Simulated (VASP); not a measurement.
Wanted: the native input for a VASP 6.6.1 run.

| Property | Result |
| --- | --- |
| Task | single point |
| Functional | PBEsol |
| Potentials or basis | VASP PAW PBE potentials, release 64 (Mo_sv) |
| Cutoff | 520 eV |
| k mesh | 23 × 23 × 23 |
| Occupations | fermi-dirac, width 0.1 eV |
| Spin | no spin polarisation |
| Dipole correction | no |
| Further INCAR settings | ALGO = Normal; EDIFF = 1e-06; NBANDS = 13 |

The structure of Mo lies in POSCAR:

```
Mo
1.0
   -1.5446334970      1.5446334970      1.5446334970
    1.5446334970     -1.5446334970      1.5446334970
    1.5446334970      1.5446334970     -1.5446334970
Mo
1
Direct
    0.0000000000      0.0000000000      0.0000000000
```

This cell differs from its parent crystal: volume scaled by 0.96.

The input as run:

INCAR

```
SYSTEM = Mo
ALGO = Normal
EDIFF = 1E-6
ENCUT = 520
GGA = PS
ISIF = 2
ISMEAR = -1
LASPH = .TRUE.
LCHARG = .FALSE.
LREAL = .FALSE.
LWAVE = .FALSE.
NBANDS = 13
NELM = 100
PREC = Accurate
SIGMA = 0.1
```

KPOINTS

```
k-points
0
G
  23 23 23
  0 0 0
```

Potentials or basis: VASP PAW PBE potentials, release 64 (Mo_sv).

Run with:

```console
$ cat potpaw_PBE.64/Mo_sv/POTCAR > POTCAR
$ mpirun -np 1 vasp_std > vasp.out
```

Results of the run:

```yaml
Pressure: 12.5 GPa
Band_gap_on_the_k_mesh: zero (band 7 reaches 17.64 eV, above the bottom of band 8 at 11.95 eV)
```

Caveat: the PAW data sets were made with another functional, which shifts forces and pressure a little.

It took 41 s on 1 thread of Intel(R) Xeon(R) Platinum 8488C (Sapphire Rapids), with other jobs on the host, peak memory 0.17 GiB.
